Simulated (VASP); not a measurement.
# ZnS (F-43m) in VASP: further runs

Runs on ZnS. Level: PBE. Tasks: single point.

Program: VASP 6.6.1. These are calculated values, not measurements. Logs are shortened: lines on timing, memory, paths and dates and some standing lists are left out, and cuts for length are marked.

**Measured values to compare with.**

From “Electronic, vibrational, and thermodynamic properties of ZnS (zincblende and rocksalt structure)”, 2009, arxiv:0911.5022, for a bulk crystal of ZnS at 19 K: band gap 3.85 eV (direct).

The runs below are set against these values where they give the same quantity.

### 1 The cell of the first run

The structure is cubic, space group F-43m (No. 216). The conventional cell has a = 5.314 Å, b = 5.314 Å, c = 5.314 Å, α = 90.00°, β = 90.00°, γ = 90.00°. Zn (site symmetry -43m) has 4 S at 2.30 Å within 3.0 Å. S (site symmetry -43m) has 4 Zn at 2.30 Å within 3.0 Å.

### 2 Single point, PBE

INCAR reads:

```
SYSTEM = ZnS
PREC = Accurate
ENCUT = 500
EDIFF = 1E-6
ISMEAR = 0
SIGMA = 0.01
LREAL = .FALSE.
LASPH = .TRUE.
NELM = 120
ALGO = Normal
ISIF = 2
LWAVE = .FALSE.
LCHARG = .FALSE.
GGA = PE
NBANDS = 16
GGA_COMPAT = .FALSE.
```

KPOINTS reads:

```
Automatic mesh
0
G
  5 5 5
  0 0 0
```

POSCAR reads:

```
ZnS
1.0
    0.0000000000      2.6569712415      2.6569712415
    2.6569712415      0.0000000000      2.6569712415
    2.6569712415      2.6569712415      0.0000000000
Zn S
1 1
Direct
    0.2500000000      0.2500000000      0.2500000000
    0.0000000000      0.0000000000      0.0000000000
```

Potentials or basis: VASP PAW PBE potentials, release 64 (Zn, S).

Run with:

```bash
> cat potpaw_PBE.64/Zn/POTCAR potpaw_PBE.64/S/POTCAR > POTCAR
> mpirun -np 1 vasp_std > vasp.out
```

OUTCAR:

```text
SYSTEM = ZnS
   PREC = Accurate
   ENCUT = 500
   EDIFF = 1E-6
   ISMEAR = 0
   LREAL = .FALSE.
   LASPH = .TRUE.
   NELM = 120
   ISIF = 2
   GGA = PE

 ion  position               nearest neighbor table
   1  0.250  0.250  0.250-   2 2.30   2 2.30   2 2.30   2 2.30
   2  0.000  0.000  0.000-   1 2.30   1 2.30   1 2.30   1 2.30

  LATTYP: Found a face centered cubic cell.
 ALAT       =     5.3139424830

  Lattice vectors:

 A1 = (   0.0000000000,   2.6569712415,   2.6569712415)
 A2 = (   2.6569712415,   0.0000000000,   2.6569712415)
 A3 = (   2.6569712415,   2.6569712415,   0.0000000000)

Analysis of symmetry for initial positions (statically):
=====================================================================
 Subroutine PRICEL returns:
 Original cell was already a primitive cell.

 Routine SETGRP: Setting up the symmetry group for a
 face centered cubic supercell.

 Subroutine GETGRP returns: Found 24 space group operations
 (whereof 24 operations were pure point group operations)
 out of a pool of 48 trial point group operations.

The static configuration has the point symmetry T_d .

Analysis of symmetry for dynamics (positions and initial velocities):
=====================================================================
 Subroutine PRICEL returns:
 Original cell was already a primitive cell.

 Routine SETGRP: Setting up the symmetry group for a
 face centered cubic supercell.

 Subroutine GETGRP returns: Found 24 space group operations
 (whereof 24 operations were pure point group operations)
 out of a pool of 48 trial point group operations.

The dynamic configuration has the point symmetry T_d .

 Subroutine INISYM returns: Found 24 space group operations
 (whereof 24 operations are pure point group operations),
 and found     1 'primitive' translations

----------------------------------------------------------------------------------------

                                     Primitive cell

  volume of cell :      37.5138

  direct lattice vectors                    reciprocal lattice vectors
     0.000000000  2.656971241  2.656971241    -0.188184197  0.188184197  0.188184197
     2.656971241  0.000000000  2.656971241     0.188184197 -0.188184197  0.188184197
     2.656971241  2.656971241  0.000000000     0.188184197  0.188184197 -0.188184197

  length of vectors
     3.757524765  3.757524765  3.757524765     0.325944591  0.325944591  0.325944591

[... 64 lines left out ...]
   NELM   =    120;   NELMIN=  2; NELMDL= -5     # of ELM steps
   EDIFF  = 0.1E-05   stopping-criterion for ELM
   LREAL  =      F    real-space projection
   EDIFFG = 0.1E-04   stopping-criterion for IOM
   NSW    =      0    number of steps for IOM
   IBRION =     -1    ionic relax: 0-MD 1-quasi-New 2-CG
   NFREE  =      0    steps in history (QN), initial steepest desc. (CG)
   ISIF   =      2    stress and relaxation
   ISYM   =      2    0-nonsym 1-usesym 2-fastsym
   POTIM  = 0.5000    time-step for ionic-motion
   TEBEG  =    0.0;   TEEND  =   0.0 temperature during run
   PSTRESS=    0.0 pullay stress
   NELECT =      18.0000    total number of electrons
   NUPDOWN=      -1.0000    fix difference up-down
   EMIN   =  10.00;   EMAX   =-10.00  energy-range for DOS
   EFERMI =   0.00;   METHOD = LEGACY
   ISMEAR =     0;   SIGMA  =   0.01  broadening in eV -4-tet -1-fermi 0-gaus
   EFERMI_NEDOS =   21; number of points for ismear=-14 and -15
   IALGO  =     38    algorithm
   IMIX   =      4    mixing-type and parameters
     AMIX     =   0.40;   BMIX     =  1.00
     AMIX_MAG =   1.60;   BMIX_MAG =  1.00
  volume/ion in A,a.u.               =      18.76       126.58
  Fermi-wavevector in a.u.,A,eV,Ry     =   1.281648  2.421964 22.349229  1.642622
  Thomas-Fermi vector in A             =   2.414006
   LORBIT       =      0    0 simple, 1 ext, 2 COOP (PROOUT), +10 PAW based schemes
   GGA     = PE    functional components
   LHFCALC =     F    Hartree Fock is set to
   AEXX    =    0.0000 exact exchange contribution
   IVDW    =     0    specifies the selected vdW correction
   LEPSILON=     F    determine dielectric tensor
   LRPA    =     F    only Hartree local field effects (RPA)
 non-spin polarized calculation
 Gauss-broadening in eV      SIGMA  =   0.01
  energy-cutoff  :      500.00
  volume of cell :       37.51
 maximum number of plane-waves:       966
   NGX = 13   NGY = 13   NGZ = 13

 number of electron      18.0000018 magnetization

 Free energy of the ion-electron system (eV)
  ---------------------------------------------------
  ext. energy  EPLUGINS =         0.00000000
  ---------------------------------------------------
  free energy    TOTEN  =        -6.78786610 eV

  energy without entropy =       -6.78786610  energy(sigma->0) =       -6.78786610

 E-fermi :   2.6592     XC(G=0):  -9.8663

 val. band max:        2.6001799294   @ k =   0.0000   0.0000   0.0000
 cond. band min:       4.9358018460   @ k =   0.0000   0.0000   0.0000
 fundamental gap:      2.3356219166
 Fermi energy:         2.6592075001

 k-point     1 :       0.0000    0.0000    0.0000
  band No.  band energies     occupation
      1     -10.9052      2.00000
      2      -3.9613      2.00000
      3      -3.9613      2.00000
      4      -3.9613      2.00000
      5      -3.4023      2.00000
      6      -3.4023      2.00000
[... 167 lines left out ...]
      3      -3.7111      2.00000
      4      -3.5335      2.00000
      5      -3.3869      2.00000
      6      -3.1563      2.00000
[... 8 lines left out ...]
     15      16.1701      0.00000
     16      18.3978      0.00000

------------------------ aborting loop because EDIFF is reached ----------------------------------------

  FORCE on cell =-STRESS in cart. coord.  units (eV):
  Direction    XX          YY          ZZ          XY          YZ          ZX
  --------------------------------------------------------------------------------------
  -------------------------------------------------------------------------------------
  Total        1.4455877      1.4455877      1.4455877      0.0000000      0.0000000     -0.0000000
  in kB       61.7396918     61.7396918     61.7396918      0.0000000      0.0000000     -0.0000000
  external PRESSURE =      61.7396918 kB  Pullay stress =       0.0000000 kB

 VOLUME and BASIS-vectors are now :
 -----------------------------------------------------------------------------
  energy-cutoff  :      500.00
  volume of cell :       37.51
      direct lattice vectors                 reciprocal lattice vectors
     0.000000000  2.656971241  2.656971241    -0.188184197  0.188184197  0.188184197
     2.656971241  0.000000000  2.656971241     0.188184197 -0.188184197  0.188184197
     2.656971241  2.656971241  0.000000000     0.188184197  0.188184197 -0.188184197

 POSITION                                       TOTAL-FORCE (eV/Angst)
 -----------------------------------------------------------------------------------
      1.32849      1.32849      1.32849        -0.000000     -0.000000     -0.000000
      0.00000      0.00000      0.00000         0.000000      0.000000      0.000000
 -----------------------------------------------------------------------------------
    total drift:                               -0.000001     -0.000001     -0.000001

  FREE ENERGIE OF THE ION-ELECTRON SYSTEM (eV)
  ---------------------------------------------------
  free  energy   TOTEN  =        -6.7878661012 eV

  energy  without entropy=       -6.7878661012  energy(sigma->0) =       -6.78786610
```

OSZICAR:

```text
N       E                     dE             d eps       ncg     rms          rms(c)
DAV:   1     0.857780713318E+02    0.85778E+02   -0.85893E+03   320   0.134E+03
DAV:   2    -0.184736933778E+01   -0.87625E+02   -0.81005E+02   368   0.263E+02
DAV:   3    -0.717337455246E+01   -0.53260E+01   -0.53013E+01   408   0.612E+01
DAV:   4    -0.722329932314E+01   -0.49925E-01   -0.49916E-01   392   0.624E+00
DAV:   5    -0.722379312640E+01   -0.49380E-03   -0.49380E-03   400   0.594E-01    0.753E+00
DAV:   6    -0.681064254225E+01    0.41315E+00   -0.73727E-01   464   0.310E+01    0.581E+00
DAV:   7    -0.678812352264E+01    0.22519E-01   -0.27943E-01   368   0.477E+00    0.294E+00
DAV:   8    -0.678752183168E+01    0.60169E-03   -0.58534E-03   416   0.102E+00    0.801E-01
DAV:   9    -0.678771076005E+01   -0.18893E-03   -0.13750E-03   360   0.289E-01    0.896E-02
DAV:  10    -0.678785505587E+01   -0.14430E-03   -0.18336E-04   376   0.100E-01    0.348E-02
DAV:  11    -0.678786524181E+01   -0.10186E-04   -0.35009E-05   352   0.419E-02    0.843E-03
DAV:  12    -0.678786610121E+01   -0.85940E-06   -0.37299E-06   408   0.152E-02
   1 F= -.67878661E+01 E0= -.67878661E+01  d E =-.999197E-19
```

stdout:

```text
POSCAR found type information on POSCAR ZnS
 POSCAR found :  2 types and       2 ions
 scaLAPACK will be used
 LDA part: xc-table for (Slater+PW92), standard interpolation
 POSCAR, INCAR and KPOINTS ok, starting setup
 FFT: planning ... GRIDC
 FFT: planning ... GRID_SOFT
 FFT: planning ... GRID
 WAVECAR not read
 entering main loop
```

Wall time 4.9 s (1 thread of Intel Xeon Platinum 8488C (Sapphire Rapids), shared host); peak memory 0.15 GiB.

What came out:

```yaml
Free_energy: -6.7879 eV
Pressure: 6.2 GPa
Band_gap_on_the_k_mesh: 2.34 eV, direct
```

Levels at points of the mesh, in eV from the valence-band top:
```
           k point  band 7  band 8  band 9  band 10  band 11  band 12
(0.00, 0.00, 0.00)    0.00    0.00    0.00     2.34     6.35     6.35
```

As with any semilocal functional, this PBE gap is likely too small.

### 3 Single point, PBE

This run uses another cell than the first one, of 18.38 Å³/atom, 0.980 times its volume.

INCAR reads:

```
PREC = Accurate
ENCUT = 500
EDIFF = 1E-6
ISMEAR = 0
SIGMA = 0.01
LREAL = False
LASPH = True
NELM = 120
ALGO = Normal
ISIF = 2
LWAVE = False
LCHARG = False
GGA = PE
NBANDS = 16
GGA_COMPAT = False
```

KPOINTS reads:

```
Automatic mesh
0
Gamma
  5 5 5
```

POSCAR reads:

```
ZnS
1.0
    0.0000000000      2.6391362837      2.6391362837
    2.6391362837      0.0000000000      2.6391362837
    2.6391362837      2.6391362837      0.0000000000
Zn S
1 1
Direct
    0.2500000000      0.2500000000      0.2500000000
    0.0000000000      0.0000000000      0.0000000000
```

Potentials or basis: VASP PAW PBE potentials, release 64 (Zn, S).

Run with:

```bash
> cat potpaw_PBE.64/Zn/POTCAR potpaw_PBE.64/S/POTCAR > POTCAR
> mpirun -np 1 vasp_std > vasp.out
```

Run time: 4.8 s. Hardware: 1 thread of Intel Xeon Platinum 8488C (Sapphire Rapids), shared host; peak memory 0.15 GiB.

The run converged. Its results:

```
Free energy            : -6.7541 eV
Pressure               : 8.2 GPa
Band gap on the k mesh : 2.43 eV, direct
```

Levels at points of the mesh, in eV from the valence-band top:
| k point | band 6 | band 7 | band 8 | band 9 | band 10 | band 11 | band 12 | band 13 |
| --- | --- | --- | --- | --- | --- | --- | --- | --- |
| (0.00, 0.00, 0.00) | -6.07 | 0.00 | 0.00 | 0.00 | 2.43 | 6.33 | 6.33 | 6.33 |

### 4 Single point, PBE

This run uses another cell than the first one, of 20.18 Å³/atom, 1.076 times its volume.

INCAR reads:

```
SYSTEM = ZnS
PREC = Accurate
ENCUT = 500
EDIFF = 1E-6
ISMEAR = 0
SIGMA = 0.01
LREAL = .False.
LASPH = .True.
NELM = 120
ALGO = Normal
ISIF = 2
LWAVE = .False.
LCHARG = .True.
GGA = PE
LELF = .True.
LVHAR = .True.
NBANDS = 16
GGA_COMPAT = .False.
```

KPOINTS reads:

```
regular mesh
0
Gamma
  5 5 5
  0 0 0
```

POSCAR reads:

```
ZnS
1.0
    0.0000000000      2.7223394842      2.7223394842
    2.7223394842      0.0000000000      2.7223394842
    2.7223394842      2.7223394842      0.0000000000
Zn S
1 1
Direct
    0.2500000000      0.2500000000      0.2500000000
    0.0000000000      0.0000000000      0.0000000000
```

Run with:

```bash
> cat potpaw_PBE.64/Zn/POTCAR potpaw_PBE.64/S/POTCAR > POTCAR
> mpirun -np 1 vasp_std > vasp.out
```

Wall time 5.2 s (1 thread of Intel Xeon Platinum 8488C (Sapphire Rapids), shared host); peak memory 0.15 GiB.

The run converged. Its results:

```yaml
Free_energy: -6.8413 eV
Pressure: 0.2 GPa
Band_gap_on_the_k_mesh: 2.01 eV, direct
```

Levels at points of the mesh, in eV from the valence-band top:
| k point | band 6 | band 7 | band 8 | band 9 | band 10 | band 11 | band 12 | band 13 |
| --- | --- | --- | --- | --- | --- | --- | --- | --- |
| (0.00, 0.00, 0.00) | -5.79 | 0.00 | 0.00 | 0.00 | 2.01 | 6.41 | 6.41 | 6.41 |

(Part 1 of 2 ends here.)
